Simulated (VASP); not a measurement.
# Bi (R-3m) in VASP: notebook

The runs below take Bi through single point, with LDA.

Everything below comes from runs of VASP 6.6.1. Logs are shortened: lines on timing, memory, paths and dates and some standing lists are left out, and cuts for length are marked.

### Step 1. The cell of the first run

It takes space group R-3m (No. 166, trigonal). Conventional cell: a = 4.490 Å, b = 4.490 Å, c = 11.517 Å, α = 90.00°, β = 90.00°, γ = 120.00°. Within 4.0 Å of Bi (site symmetry 3m) lie 6 Bi at 3.06 to 3.41 Å.

### Step 2. Single point, LDA

The input, INCAR:

```
  PREC = Accurate
  ENCUT = 520
  EDIFF = 1E-6
  ISMEAR = -1
  SIGMA = 0.1
  LREAL = F
  LASPH = T
  NELM = 100
  ALGO = Normal
  ISIF = 2
  LWAVE = F
  LCHARG = F
  GGA = CA
  NBANDS = 22
```

The input, KPOINTS:

```
regular mesh
0
Gamma
  5 5 5
```

The input, POSCAR:

```
Bi
1.0
    2.2451514826      1.2962388128      3.8388382945
   -2.2451514826      1.2962388128      3.8388382945
    0.0000000000     -2.5924776257      3.8388382945
Bi
2
Direct
    0.2371145469      0.2371145469      0.2371145469
    0.7628854531      0.7628854531      0.7628854531
```

Potentials or basis: VASP PAW LDA potentials, release 64 (Bi_d).

Started as:

```
$ cat potpaw_LDA.64/Bi_d/POTCAR > POTCAR
$ mpirun -np 1 vasp_std > vasp.out
```

OUTCAR:

```text
PREC = Accurate
   ENCUT = 520
   EDIFF = 1E-6
   ISMEAR = -1
   LREAL = F
   LASPH = T
   NELM = 100
   ISIF = 2
   GGA = CA

 ion  position               nearest neighbor table
   1  0.237  0.237  0.237-   2 3.06   2 3.06   2 3.06   2 3.41   2 3.41   2 3.41
   2  0.763  0.763  0.763-   1 3.06   1 3.06   1 3.06   1 3.41   1 3.41   1 3.41

  LATTYP: Found a trigonal (rhomboedric) cell.
 ALAT       =     4.6322370072
 COS(alpha) =     0.5301710765

  Lattice vectors:

 A1 = (   2.2451514826,   1.2962388128,   3.8388382945)
 A2 = (  -2.2451514826,   1.2962388128,   3.8388382945)
 A3 = (   0.0000000000,  -2.5924776257,   3.8388382945)

Analysis of symmetry for initial positions (statically):
=====================================================================
 Subroutine PRICEL returns:
 Original cell was already a primitive cell.

 Routine SETGRP: Setting up the symmetry group for a
 trigonal (rhombohedral) supercell.

 Subroutine GETGRP returns: Found 12 space group operations
 (whereof 12 operations were pure point group operations)
 out of a pool of 12 trial point group operations.

The static configuration has the point symmetry D_3d.

Analysis of symmetry for dynamics (positions and initial velocities):
=====================================================================
 Subroutine PRICEL returns:
 Original cell was already a primitive cell.

 Routine SETGRP: Setting up the symmetry group for a
 trigonal (rhombohedral) supercell.

 Subroutine GETGRP returns: Found 12 space group operations
 (whereof 12 operations were pure point group operations)
 out of a pool of 12 trial point group operations.

The dynamic configuration has the point symmetry D_3d.

 Subroutine INISYM returns: Found 12 space group operations
 (whereof 12 operations are pure point group operations),
 and found     1 'primitive' translations

----------------------------------------------------------------------------------------

                                     Primitive cell

  volume of cell :      67.0319

  direct lattice vectors                    reciprocal lattice vectors
     2.245151483  1.296238813  3.838838294     0.222702122  0.128577130  0.086831825
    -2.245151483  1.296238813  3.838838294    -0.222702122  0.128577130  0.086831825
     0.000000000 -2.592477626  3.838838294     0.000000000 -0.257154260  0.086831825

  length of vectors
     4.632237007  4.632237007  4.632237007     0.271418642  0.271418642  0.271418642

  position of ions in fractional coordinates (direct lattice)
     0.237114547  0.237114547  0.237114547
     0.762885453  0.762885453  0.762885453

  ion indices of the primitive-cell ions
   primitive index   ion index
                 1           1
                 2           2

----------------------------------------------------------------------------------------

 KPOINTS: regular mesh

Automatic generation of k-mesh.
 Grid dimensions read from file:
 generate k-points for:    5    5    5

 Generating k-lattice:

  Cartesian coordinates                     Fractional coordinates (reciprocal lattice)
     0.044540424  0.025715426  0.017366365     0.200000000  0.000000000  0.000000000
    -0.044540424  0.025715426  0.017366365     0.000000000  0.200000000  0.000000000
     0.000000000 -0.051430852  0.017366365     0.000000000  0.000000000  0.200000000

  Length of vectors
     0.054283728  0.054283728  0.054283728

  Shift w.r.t. Gamma in fractional coordinates (k-lattice)
     0.000000000  0.000000000  0.000000000

 Subroutine IBZKPT returns following result:
 ===========================================

 Found     19 irreducible k-points:

 Following reciprocal coordinates:
            Coordinates               Weight
  0.000000  0.000000  0.000000      1.000000
  0.200000 -0.000000  0.000000      6.000000
  0.400000 -0.000000  0.000000      6.000000
  0.200000  0.200000  0.000000      6.000000
  0.400000  0.200000  0.000000     12.000000
 -0.400000  0.200000 -0.000000     12.000000
[... 11 lines left out ...]
  0.400000  0.400000  0.400000      2.000000
 -0.400000  0.400000  0.400000      6.000000
   k-points           NKPTS =     19   k-points in BZ     NKDIM =     19   number of bands    NBANDS=     22
   number of dos      NEDOS =    301   number of ions     NIONS =      2
   total plane-waves  NPLWV =  46656
   dimension x,y,z NGX =    36 NGY =   36 NGZ =   36
   dimension x,y,z NGXF=    72 NGYF=   72 NGZF=   72
   ions per type =               2
   NGX,Y,Z   is equivalent  to a cutoff of  12.92, 12.92, 12.92 a.u.
   NGXF,Y,Z  is equivalent  to a cutoff of  25.84, 25.84, 25.84 a.u.
 SYSTEM =  unknown system
   PREC   = accura    normal or accurate (medium, high low for compatibility)
   ISTART =      0    job   : 0-new  1-cont  2-samecut
   ICHARG =      2    charge: 1-file 2-atom 10-const
   ISPIN  =      1    spin polarized calculation?
   LNONCOLLINEAR =      F non collinear calculations
   LSORBIT =      F    spin-orbit coupling
   LASPH  =      T    aspherical Exc in radial PAW
   ENCUT  =  520.0 eV  38.22 Ry    6.18 a.u.   8.61  8.61  8.61*2*pi/ulx,y,z
   NELM   =    100;   NELMIN=  2; NELMDL= -5     # of ELM steps
   EDIFF  = 0.1E-05   stopping-criterion for ELM
   LREAL  =      F    real-space projection
   EDIFFG = 0.1E-04   stopping-criterion for IOM
   NSW    =      0    number of steps for IOM
   IBRION =     -1    ionic relax: 0-MD 1-quasi-New 2-CG
   NFREE  =      0    steps in history (QN), initial steepest desc. (CG)
   ISIF   =      2    stress and relaxation
   ISYM   =      2    0-nonsym 1-usesym 2-fastsym
   POTIM  = 0.5000    time-step for ionic-motion
   TEBEG  =    0.0;   TEEND  =   0.0 temperature during run
   PSTRESS=    0.0 pullay stress
   NELECT =      30.0000    total number of electrons
   NUPDOWN=      -1.0000    fix difference up-down
   EMIN   =  10.00;   EMAX   =-10.00  energy-range for DOS
   EFERMI =   0.00;   METHOD = LEGACY
   ISMEAR =    -1;   SIGMA  =   0.10  broadening in eV -4-tet -1-fermi 0-gaus
   EFERMI_NEDOS =   21; number of points for ismear=-14 and -15
   IALGO  =     38    algorithm
   IMIX   =      4    mixing-type and parameters
     AMIX     =   0.40;   BMIX     =  1.00
     AMIX_MAG =   1.60;   BMIX_MAG =  1.00
  volume/ion in A,a.u.               =      33.52       226.18
  Fermi-wavevector in a.u.,A,eV,Ry     =   1.252241  2.366393 21.335406  1.568108
  Thomas-Fermi vector in A             =   2.386151
   LORBIT       =      0    0 simple, 1 ext, 2 COOP (PROOUT), +10 PAW based schemes
   GGA     = CA    functional components
   LHFCALC =     F    Hartree Fock is set to
   AEXX    =    0.0000 exact exchange contribution
   IVDW    =     0    specifies the selected vdW correction
   LEPSILON=     F    determine dielectric tensor
   LRPA    =     F    only Hartree local field effects (RPA)
 non-spin polarized calculation
  energy-cutoff  :      520.00
  volume of cell :       67.03
 maximum number of plane-waves:      1822
   NGX = 17   NGY = 17   NGZ = 17

 number of electron      30.0000008 magnetization

 Free energy of the ion-electron system (eV)
  ---------------------------------------------------
  ext. energy  EPLUGINS =         0.00000000
  ---------------------------------------------------
  free energy    TOTEN  =        -9.17143257 eV

  energy without entropy =       -9.16101584  energy(sigma->0) =       -9.16622421

 E-fermi :   6.6370     XC(G=0): -10.0341

 val. band max:        6.4681370356   @ k =   0.4000   0.2000   0.2000
 cond. band min:       6.8217282800   @ k =   0.4000  -0.0000   0.0000
 fundamental gap:      0.3535912445
 Fermi energy:         6.6370361244

 k-point     1 :       0.0000    0.0000    0.0000
  band No.  band energies     occupation
      1     -16.3087      2.00000
      2     -16.3087      2.00000
      3     -16.1353      2.00000
      4     -16.1353      2.00000
      5     -16.1274      2.00000
      6     -15.9288      2.00000
[... 14 lines left out ...]
     21      12.3570      0.00000
     22      12.9629      0.00000

 k-point     2 :       0.2000   -0.0000    0.0000
  band No.  band energies     occupation
      1     -16.2724      2.00000
      2     -16.2663      2.00000
      3     -16.1202      2.00000
      4     -16.1115      2.00000
      5     -16.1045      2.00000
      6     -15.9501      2.00000
[... 14 lines left out ...]
     21      12.9755      0.00000
     22      15.4433      0.00000

 k-point     3 :       0.4000   -0.0000    0.0000
  band No.  band energies     occupation
      1     -16.1919      2.00000
      2     -16.1570      2.00000
      3     -16.0909      2.00000
      4     -16.0542      2.00000
      5     -16.0482      2.00000
      6     -16.0151      2.00000
[... 14 lines left out ...]
     21      15.0028      0.00000
     22      16.6082      0.00000

 k-point     4 :       0.2000    0.2000    0.0000
  band No.  band energies     occupation
      1     -16.3032      2.00000
      2     -16.2221      2.00000
      3     -16.1386      2.00000
      4     -16.0975      2.00000
      5     -16.0908      2.00000
      6     -15.9610      2.00000
[... 14 lines left out ...]
     21      13.9351      0.00000
     22      14.0455      0.00000

 k-point     5 :       0.4000    0.2000    0.0000
  band No.  band energies     occupation
      1     -16.2625      2.00000
      2     -16.1443      2.00000
      3     -16.1172      2.00000
      4     -16.0726      2.00000
      5     -16.0438      2.00000
      6     -16.0086      2.00000
[... 292 lines left out ...]
 k-point    17 :      -0.4000   -0.4000    0.2000
  band No.  band energies     occupation
      1     -16.2592      2.00000
      2     -16.1613      2.00000
      3     -16.1314      2.00000
      4     -16.0410      2.00000
      5     -16.0359      2.00000
      6     -16.0035      2.00000
[... 14 lines left out ...]
     21      15.7177      0.00000
     22      17.4244      0.00000

 k-point    18 :       0.4000    0.4000    0.4000
  band No.  band energies     occupation
      1     -16.1971      2.00000
      2     -16.1971      2.00000
      3     -16.0888      2.00000
      4     -16.0888      2.00000
      5     -16.0776      2.00000
      6     -15.9755      2.00000
[... 14 lines left out ...]
     21      14.7441      0.00000
     22      16.6633      0.00000

 k-point    19 :      -0.4000    0.4000    0.4000
  band No.  band energies     occupation
      1     -16.1966      2.00000
      2     -16.1914      2.00000
      3     -16.0922      2.00000
      4     -16.0766      2.00000
      5     -16.0677      2.00000
      6     -15.9797      2.00000
[... 14 lines left out ...]
     21      14.5741      0.00000
     22      16.8810      0.00000

------------------------ aborting loop because EDIFF is reached ----------------------------------------

  FORCE on cell =-STRESS in cart. coord.  units (eV):
  Direction    XX          YY          ZZ          XY          YZ          ZX
  --------------------------------------------------------------------------------------
  -------------------------------------------------------------------------------------
  Total        0.0200604      0.0200604     -0.1718713     -0.0000000      0.0000000      0.0000000
  in kB        0.4794769      0.4794769     -4.1080157     -0.0000000      0.0000000      0.0000000
  external PRESSURE =      -1.0496873 kB  Pullay stress =       0.0000000 kB

 VOLUME and BASIS-vectors are now :
 -----------------------------------------------------------------------------
  energy-cutoff  :      520.00
  volume of cell :       67.03
      direct lattice vectors                 reciprocal lattice vectors
     2.245151483  1.296238813  3.838838294     0.222702122  0.128577130  0.086831825
    -2.245151483  1.296238813  3.838838294    -0.222702122  0.128577130  0.086831825
     0.000000000 -2.592477626  3.838838294     0.000000000 -0.257154260  0.086831825

 POSITION                                       TOTAL-FORCE (eV/Angst)
 -----------------------------------------------------------------------------------
      0.00000     -0.00000      2.73073         0.000000      0.000000     -0.133822
      0.00000     -0.00000      8.78578         0.000000     -0.000000      0.133822
 -----------------------------------------------------------------------------------
    total drift:                                0.000000      0.000000      0.000000

  FREE ENERGIE OF THE ION-ELECTRON SYSTEM (eV)
  ---------------------------------------------------
  free  energy   TOTEN  =        -9.1714325701 eV

  energy  without entropy=       -9.1610158400  energy(sigma->0) =       -9.16622421
```

Run time: 23 s. Hardware: 1 thread of Intel Xeon Platinum 8375C at 2.90GHz (Ice Lake), shared host; peak memory 0.17 GiB.

The run converged, but its numbers aren't listed here, since they failed a check.

Caveat: the mesh shows a gap though the element is a metal; spin-orbit coupling is left out, which moves the levels of the heavy elements.

### Step 3. Single point, LDA

The input, INCAR:

```
SYSTEM = Bi
PREC     = Accurate       ! precision mode
ENCUT    = 520            ! plane-wave cutoff, eV
EDIFF    = 1E-6           ! SCF threshold, eV
ISMEAR   = -1             ! smearing method
SIGMA    = 0.1            ! smearing width, eV
LREAL    = .False.        ! projectors in reciprocal space
LASPH    = .True.         ! aspherical terms in the spheres
NELM     = 60             ! most SCF steps
ALGO     = Normal         ! electronic algorithm
ISIF     = 2              ! what is computed and relaxed
LWAVE    = .False.        ! write WAVECAR
LCHARG   = .False.        ! write CHGCAR
GGA      = CA             ! functional
NBANDS   = 22             ! bands
```

The input, KPOINTS:

```
Automatic mesh
0
Gamma
  7 7 7
  0 0 0
```

POSCAR is that of step 2.

Potentials or basis: VASP PAW LDA potentials, release 64 (Bi_d).

Started as:

```
$ cat potpaw_LDA.64/Bi_d/POTCAR > POTCAR
$ mpirun -np 1 vasp_std > vasp.out
```

It took 42 s on 1 thread of Intel Xeon Platinum 8375C at 2.90GHz (Ice Lake), shared host; peak memory 0.19 GiB.

Results (log left out):

* Free energy: -9.1540 eV
* Pressure: 0.0 GPa
* Largest force: 0.007 eV/Å
* Band gap on the k mesh: 0.27 eV, indirect (least direct gap 0.57 eV)

Forces in eV/Å, atoms in the order of the input:
```
Bi   0.000  0.000  0.007
Bi   0.000  0.000 -0.007
```

Stress tensor (GPa, compression positive):
```
 0.10  0.00  0.00
 0.00  0.10  0.00
 0.00  0.00 -0.19
```

Levels at points of the mesh, in eV from the valence-band top:
| k point | band 13 | band 14 | band 15 | band 16 | band 17 | band 18 |
| --- | --- | --- | --- | --- | --- | --- |
| (0.00, 0.00, 0.00) | -1.34 | -1.08 | -1.08 | 3.01 | 3.31 | 3.31 |

Caveat: spin-orbit coupling is left out, which moves the levels of the heavy elements. A k mesh can miss the band edges.

### Step 4. Single point, LDA

The input, INCAR:

```
  PREC = Accurate
  ENCUT = 520
  EDIFF = 1E-6
  ISMEAR = -1
  SIGMA = 0.1
  LREAL = F
  LASPH = T
  NELM = 80
  ALGO = Normal
  ISIF = 2
  LWAVE = F
  LCHARG = F
  NBANDS = 22
```

The input, KPOINTS:

```
regular mesh
0
Gamma
  9 9 9
```

POSCAR is that of step 3.

Potentials or basis: VASP PAW LDA potentials, release 64 (Bi_d).

Started as:

```
$ cat potpaw_LDA.64/Bi_d/POTCAR > POTCAR
$ mpirun -np 1 vasp_std > vasp.out
```

OUTCAR:

```text
PREC = Accurate
   ENCUT = 520
   EDIFF = 1E-6
   ISMEAR = -1
   LREAL = F
   LASPH = T
   NELM = 80
   ISIF = 2

 ion  position               nearest neighbor table
   1  0.237  0.237  0.237-   2 3.06   2 3.06   2 3.06   2 3.41   2 3.41   2 3.41
   2  0.763  0.763  0.763-   1 3.06   1 3.06   1 3.06   1 3.41   1 3.41   1 3.41

  LATTYP: Found a trigonal (rhomboedric) cell.
 ALAT       =     4.6322370072
 COS(alpha) =     0.5301710765

  Lattice vectors:

 A1 = (   2.2451514826,   1.2962388128,   3.8388382945)
 A2 = (  -2.2451514826,   1.2962388128,   3.8388382945)
 A3 = (   0.0000000000,  -2.5924776257,   3.8388382945)

Analysis of symmetry for initial positions (statically):
=====================================================================
 Subroutine PRICEL returns:
 Original cell was already a primitive cell.

 Routine SETGRP: Setting up the symmetry group for a
 trigonal (rhombohedral) supercell.

 Subroutine GETGRP returns: Found 12 space group operations
 (whereof 12 operations were pure point group operations)
 out of a pool of 12 trial point group operations.

[... 152 lines left out ...]

 Free energy of the ion-electron system (eV)
  ---------------------------------------------------
  ext. energy  EPLUGINS =         0.00000000
  ---------------------------------------------------
  free energy    TOTEN  =        -9.13748419 eV

  energy without entropy =       -9.12702357  energy(sigma->0) =       -9.13225388

 E-fermi :   6.6901     XC(G=0): -10.0322

 val. band max:        6.6427195755   @ k =   0.2222   0.2222   0.1111
 cond. band min:       6.9047118904   @ k =   0.4444   0.1111   0.1111
 fundamental gap:      0.2619923149
 Fermi energy:         6.6900659676

 k-point     1 :       0.0000    0.0000    0.0000
  band No.  band energies     occupation
      1     -16.3019      2.00000
      2     -16.3019      2.00000
      3     -16.1296      2.00000
      4     -16.1296      2.00000
      5     -16.1187      2.00000
      6     -15.9198      2.00000
[... 589 lines left out ...]
     21      16.5104      0.00000
     22      17.2068      0.00000

 [... further k-points ...]
[... 5 lines left out ...]
  --------------------------------------------------------------------------------------
  -------------------------------------------------------------------------------------
  Total        0.0557779      0.0557779      0.0146260      0.0000000     -0.0000000     -0.0000000
  in kB        1.3331870      1.3331870      0.3495872      0.0000000     -0.0000000     -0.0000000
  external PRESSURE =       1.0053204 kB  Pullay stress =       0.0000000 kB

 VOLUME and BASIS-vectors are now :
 -----------------------------------------------------------------------------
  energy-cutoff  :      520.00
  volume of cell :       67.03
      direct lattice vectors                 reciprocal lattice vectors
     2.245151483  1.296238813  3.838838294     0.222702122  0.128577130  0.086831825
    -2.245151483  1.296238813  3.838838294    -0.222702122  0.128577130  0.086831825
     0.000000000 -2.592477626  3.838838294     0.000000000 -0.257154260  0.086831825

 POSITION                                       TOTAL-FORCE (eV/Angst)
 -----------------------------------------------------------------------------------
      0.00000     -0.00000      2.73073         0.000000     -0.000000      0.018266
      0.00000     -0.00000      8.78578         0.000000      0.000000     -0.018266
 -----------------------------------------------------------------------------------
    total drift:                                0.000000      0.000000      0.000000

  FREE ENERGIE OF THE ION-ELECTRON SYSTEM (eV)
  ---------------------------------------------------
  free  energy   TOTEN  =        -9.1374841855 eV

  energy  without entropy=       -9.1270235664  energy(sigma->0) =       -9.13225388
```

It took 75 s on 1 thread of Intel Xeon Platinum 8375C at 2.90GHz (Ice Lake), shared host; peak memory 0.23 GiB.

What came out:

```yaml
Free_energy: -9.1375 eV
Pressure: 0.1 GPa
Largest_force: 0.018 eV/Å
Band_gap_on_the_k_mesh: zero (band 15 reaches 6.64 eV, above the bottom of band 16 at 6.61 eV)
```

Forces in eV/Å, atoms in the order of the input:
```
Bi   0.000  0.000  0.018
Bi   0.000  0.000 -0.018
```

Caveat: spin-orbit coupling is left out, which moves the levels of the heavy elements.
